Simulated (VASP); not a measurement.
# CdS (R3m) in VASP: further runs

The runs below take CdS through single point, with PBEsol.

Program: VASP 6.6.1. These are calculated values, not measurements. Logs are shortened: lines on timing, memory, paths and dates and some standing lists are left out, and cuts for length are marked.

### Step 1. The cell of the first run

Symmetry: R3m, No. 160, trigonal system. Conventional cell: a = 4.119 Å, b = 4.119 Å, c = 10.088 Å, α = 90.00°, β = 90.00°, γ = 120.00°. Cd (site symmetry 3m) has 4 S at 2.52 to 2.54 Å within 3.3 Å. Within 3.3 Å of S (site symmetry 3m) lie 4 Cd at 2.52 to 2.54 Å.

### Step 2. Single point, PBEsol, non-collinear spin, zero start, spin-orbit coupling (atom 1 moved by [0.01, 0.01, 0.01] A)

File INCAR:

```
SYSTEM = CdS
  PREC = Accurate
  ENCUT = 520
  EDIFF = 1E-6
  ISMEAR = 0
  SIGMA = 0.01
  LREAL = .FALSE.
  LASPH = .TRUE.
  NELM = 150
  ALGO = Normal
  ISIF = 2
  LWAVE = .FALSE.
  LCHARG = .FALSE.
  MAGMOM = 0 0 0 0 0 0
  LORBIT = 11
  LSORBIT = .TRUE.
  GGA_COMPAT = .FALSE.
  LORBMOM = .TRUE.
  GGA = PS
  NBANDS = 30
```

File KPOINTS:

```
regular mesh
0
G
  6 6 6
  0 0 0
```

File POSCAR:

```
CdS
1.0
    0.0000000000      2.9122833951      2.9122833951
    2.9122833951      0.0000000000      2.9122833951
    2.9122833951      2.9122833951      0.0000000000
Cd S
1 1
Direct
    0.0017168659      0.0017168659      0.0017168659
    0.7500000000      0.7500000000      0.7500000000
```

Potentials or basis: VASP PAW PBE potentials, release 64 (Cd, S).

Launch:

```sh
$ cat potpaw_PBE.64/Cd/POTCAR potpaw_PBE.64/S/POTCAR > POTCAR
$ mpirun -np 1 vasp_ncl > vasp.out
```

OUTCAR:

```text
SYSTEM = CdS
   PREC = Accurate
   ENCUT = 520
   EDIFF = 1E-6
   ISMEAR = 0
   LREAL = .FALSE.
   LASPH = .TRUE.
   NELM = 150
   ISIF = 2
   LORBIT = 11
   LSORBIT = .TRUE.
   GGA = PS

 ion  position               nearest neighbor table
   1  0.002  0.002  0.002-   2 2.52   2 2.52   2 2.52   2 2.54
   2  0.750  0.750  0.750-   1 2.52   1 2.52   1 2.52   1 2.54

  LATTYP: Found a face centered cubic cell.
 ALAT       =     5.8245667902

  Lattice vectors:

 A1 = (   0.0000000000,   2.9122833951,   2.9122833951)
 A2 = (   2.9122833951,   0.0000000000,   2.9122833951)
 A3 = (   2.9122833951,   2.9122833951,   0.0000000000)

Analysis of symmetry for initial positions (statically):
=====================================================================
 Subroutine PRICEL returns:
 Original cell was already a primitive cell.

 Routine SETGRP: Setting up the symmetry group for a
 face centered cubic supercell.

 Subroutine GETGRP returns: Found  6 space group operations
 (whereof  6 operations were pure point group operations)
 out of a pool of 48 trial point group operations.

The static configuration has the point symmetry C_3v.

Analysis of symmetry for dynamics (positions and initial velocities):
=====================================================================
 Subroutine PRICEL returns:
 Original cell was already a primitive cell.

 Routine SETGRP: Setting up the symmetry group for a
 face centered cubic supercell.

 Subroutine GETGRP returns: Found  6 space group operations
 (whereof  6 operations were pure point group operations)
 out of a pool of 48 trial point group operations.

The dynamic configuration has the point symmetry C_3v.

Analysis of structural, dynamic, and magnetic symmetry:
=====================================================================
 Subroutine PRICEL returns:
 Original cell was already a primitive cell.

 Routine SETGRP: Setting up the symmetry group for a
 face centered cubic supercell.

 Subroutine GETGRP returns: Found  6 space group operations
 (whereof  6 operations were pure point group operations)
 out of a pool of 48 trial point group operations.

The overall configuration has the point symmetry C_3v.

 Subroutine INISYM returns: Found  6 space group operations
 (whereof  6 operations are pure point group operations),
 and found     1 'primitive' translations

----------------------------------------------------------------------------------------

                                     Primitive cell

  volume of cell :      49.4004

  direct lattice vectors                    reciprocal lattice vectors
     0.000000000  2.912283395  2.912283395    -0.171686588  0.171686588  0.171686588
     2.912283395  0.000000000  2.912283395     0.171686588 -0.171686588  0.171686588
     2.912283395  2.912283395  0.000000000     0.171686588  0.171686588 -0.171686588

  length of vectors
     4.118590675  4.118590675  4.118590675     0.297369894  0.297369894  0.297369894

  position of ions in fractional coordinates (direct lattice)
     0.001716866  0.001716866  0.001716866
     0.750000000  0.750000000  0.750000000

  ion indices of the primitive-cell ions
   primitive index   ion index
                 1           1
                 2           2

----------------------------------------------------------------------------------------

 KPOINTS: regular mesh

Automatic generation of k-mesh.
 Grid dimensions read from file:
 generate k-points for:    6    6    6

 Generating k-lattice:

  Cartesian coordinates                     Fractional coordinates (reciprocal lattice)
    -0.028614431  0.028614431  0.028614431     0.166666667  0.000000000  0.000000000
     0.028614431 -0.028614431  0.028614431     0.000000000  0.166666667  0.000000000
     0.028614431  0.028614431 -0.028614431     0.000000000  0.000000000  0.166666667

  Length of vectors
     0.049561649  0.049561649  0.049561649

[... 87 lines left out ...]
 maximum number of plane-waves:      2726
 NGX is ok and might be reduce to    32
   NGX = 15   NGY = 15   NGZ = 15

 number of electron      18.0000000 magnetization       0.0000000      0.0000000      0.0000000

 number of electron      18.0000001 magnetization       0.0000000     -0.0000000      0.0000000

 number of electron      18.0000001 magnetization      -0.0000000      0.0000000     -0.0000000

 Free energy of the ion-electron system (eV)
  ---------------------------------------------------
  ext. energy  EPLUGINS =         0.00000000
  ---------------------------------------------------
  free energy    TOTEN  =        -6.83965178 eV

  energy without entropy =       -6.83965178  energy(sigma->0) =       -6.83965178

 E-fermi :   1.3833     XC(G=0):  -9.3981

 val. band max:        1.2692813727   @ k =   0.0000   0.0000   0.0000
 cond. band min:       2.2673757116   @ k =   0.0000   0.0000   0.0000
 fundamental gap:      0.9980943389
 Fermi energy:         1.3832850214

 k-point     1 :       0.0000    0.0000    0.0000
  band No.  band energies     occupation
      1     -11.1617      1.00000
      2     -11.1617      1.00000
      3      -6.7629      1.00000
      4      -6.7629      1.00000
      5      -6.7457      1.00000
      6      -6.7457      1.00000
[... 781 lines left out ...]
     29      13.8088      0.00000
     30      13.8129      0.00000

 [... further k-points ...]
[... 5 lines left out ...]
  --------------------------------------------------------------------------------------
  -------------------------------------------------------------------------------------
  Total        0.1116221      0.1116221      0.1116221     -0.0650750     -0.0650750     -0.0650750
  in kB        3.6201769      3.6201769      3.6201769     -2.1105405     -2.1105405     -2.1105405
  external PRESSURE =       3.6201769 kB  Pullay stress =       0.0000000 kB

 VOLUME and BASIS-vectors are now :
 -----------------------------------------------------------------------------
  energy-cutoff  :      520.00
  volume of cell :       49.40
      direct lattice vectors                 reciprocal lattice vectors
     0.000000000  2.912283395  2.912283395    -0.171686588  0.171686588  0.171686588
     2.912283395  0.000000000  2.912283395     0.171686588 -0.171686588  0.171686588
     2.912283395  2.912283395  0.000000000     0.171686588  0.171686588 -0.171686588

 POSITION                                       TOTAL-FORCE (eV/Angst)
 -----------------------------------------------------------------------------------
      0.01000      0.01000      0.01000        -0.049102     -0.049102     -0.049102
      4.36843      4.36843      4.36843         0.049102      0.049102      0.049102
 -----------------------------------------------------------------------------------
    total drift:                               -0.000194     -0.000194     -0.000194

  FREE ENERGIE OF THE ION-ELECTRON SYSTEM (eV)
  ---------------------------------------------------
  free  energy   TOTEN  =        -6.8396517772 eV

  energy  without entropy=       -6.8396517772  energy(sigma->0) =       -6.83965178

 orbital moment (x)

 # of ion     p       d       tot
 ----------------------------------------
  1        -0.000  -0.000  -0.000
  2         0.000   0.000   0.000
 ----------------------------------------
            0.000  -0.000  -0.000

 orbital moment (y)

 # of ion     p       d       tot
 ----------------------------------------
  1         0.000   0.000   0.000
  2        -0.000   0.000  -0.000
 ----------------------------------------
           -0.000   0.000   0.000

 orbital moment (z)

 # of ion     p       d       tot
 ----------------------------------------
  1        -0.000   0.000  -0.000
  2         0.000   0.000   0.000
 ----------------------------------------
           -0.000   0.000  -0.000

 Spin-Orbit-Coupling matrix elements

 Ion:    1  E_soc:     -0.0576967
 l=   1
     0.0000000    -0.0025541    -0.0025541
    -0.0025541     0.0000000    -0.0025541
    -0.0025541    -0.0025541     0.0000000
 l=   2
     0.0000000    -0.0014417     0.0000000    -0.0014417    -0.0056203
    -0.0014417     0.0000000    -0.0042153    -0.0014417    -0.0014051
     0.0000000    -0.0042153     0.0000000    -0.0042153     0.0000000
    -0.0014417    -0.0014417    -0.0042153     0.0000000    -0.0014051
    -0.0056203    -0.0014051     0.0000000    -0.0014051     0.0000000
 l=   3
     0.0000000     0.0000000     0.0000000     0.0000000     0.0000000     0.0000000     0.0000000
     0.0000000     0.0000000     0.0000000     0.0000000     0.0000000     0.0000000     0.0000000
     0.0000000     0.0000000     0.0000000     0.0000000     0.0000000     0.0000000     0.0000000
     0.0000000     0.0000000     0.0000000     0.0000000     0.0000000     0.0000000     0.0000000
     0.0000000     0.0000000     0.0000000     0.0000000     0.0000000     0.0000000     0.0000000
     0.0000000     0.0000000     0.0000000     0.0000000     0.0000000     0.0000000     0.0000000
     0.0000000     0.0000000     0.0000000     0.0000000     0.0000000     0.0000000     0.0000000

 Ion:    2  E_soc:     -0.0021286
 l=   1
     0.0000000    -0.0003548    -0.0003548
    -0.0003548     0.0000000    -0.0003548
    -0.0003548    -0.0003548     0.0000000
 l=   2
     0.0000000     0.0000000     0.0000000     0.0000000     0.0000000
     0.0000000     0.0000000     0.0000000     0.0000000     0.0000000
     0.0000000     0.0000000     0.0000000     0.0000000     0.0000000
     0.0000000     0.0000000     0.0000000     0.0000000     0.0000000
     0.0000000     0.0000000     0.0000000     0.0000000     0.0000000
 l=   3
     0.0000000     0.0000000     0.0000000     0.0000000     0.0000000     0.0000000     0.0000000
     0.0000000     0.0000000     0.0000000     0.0000000     0.0000000     0.0000000     0.0000000
     0.0000000     0.0000000     0.0000000     0.0000000     0.0000000     0.0000000     0.0000000
     0.0000000     0.0000000     0.0000000     0.0000000     0.0000000     0.0000000     0.0000000
     0.0000000     0.0000000     0.0000000     0.0000000     0.0000000     0.0000000     0.0000000
     0.0000000     0.0000000     0.0000000     0.0000000     0.0000000     0.0000000     0.0000000
     0.0000000     0.0000000     0.0000000     0.0000000     0.0000000     0.0000000     0.0000000

 total charge

# of ion       s       p       d       tot
------------------------------------------
    1        0.432   0.335   9.560  10.327
    2        1.317   2.377   0.000   3.694
--------------------------------------------------
tot          1.749   2.712   9.560  14.022

 magnetization (x)

# of ion       s       p       d       tot
------------------------------------------
    1        0.000   0.000   0.000   0.000
    2        0.000   0.000   0.000   0.000
--------------------------------------------------
tot          0.000   0.000   0.000   0.000

 magnetization (y)

# of ion       s       p       d       tot
------------------------------------------
    1        0.000   0.000   0.000   0.000
    2        0.000   0.000   0.000   0.000
--------------------------------------------------
tot          0.000   0.000   0.000   0.000

 magnetization (z)

# of ion       s       p       d       tot
------------------------------------------
    1        0.000   0.000   0.000   0.000
    2        0.000   0.000   0.000   0.000
--------------------------------------------------
tot          0.000   0.000   0.000   0.000
```

Wall time 3 min (1 thread of Intel Xeon 8259CL, shared host); peak memory 0.37 GiB.

Results:

```
Free energy                                           : -6.8397 eV
Pressure                                              : 0.4 GPa
Largest force                                         : 0.085 eV/Å
Net moment                                            : 0.00 μB per cell
Valence electrons inside the program's atomic spheres : Cd 10.33; S 3.69
```

Forces in eV/Å, atoms in the order of the input:
```
Cd  -0.049 -0.049 -0.049
S    0.049  0.049  0.049
```

Moments on the atoms (μB; x, y, z):
```
Cd  0.00 0.00 0.00
S   0.00 0.00 0.00
```

Caveat: the cell differs from its parent crystal (atom 1 moved by [0.01, 0.01, 0.01] A); the PAW data sets were made with another functional, which shifts forces and pressure a little.

(Continued in part 2 of 2.)
